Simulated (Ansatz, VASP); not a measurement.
**BN: VASP beside Ansatz**

```
CELL_PARAMETERS angstrom
0.00000 1.80530 1.80530
1.80530 0.00000 1.80530
1.80530 1.80530 0.00000
ATOMIC_POSITIONS crystal
B 0.00000 0.00000 0.00000
N 0.25000 0.25000 0.25000
```

Alike in both runs: task single point; functional LDA; k mesh 12 × 12 × 12; occupations gaussian, width 0.02 eV; no spin polarisation.

|  | VASP | Ansatz |
| --- | --- | --- |
| version | VASP 6.6.1 | Ansatz 0.2.0 |
| potentials or method | VASP PAW LDA potentials, release 64 (B, N), cutoff 600 eV | scalar-relativistic, plane waves, PAW |
| valence electrons in the cell | 8 | 8 |

Ansatz gave:

* gap on the k mesh at the Fermi level (eV): 4.37
* least direct gap on the mesh (eV): 8.71
* pressure (GPa): -9.6

Task: What did VASP give for the same quantities?

Result: gap on the k mesh at the Fermi level (eV): 4.35; least direct gap on the mesh (eV): 8.70; pressure (GPa): -9.0.

LDA's correlation is that of Perdew and Zunger in VASP and of Perdew and Wang (1992) in Ansatz.
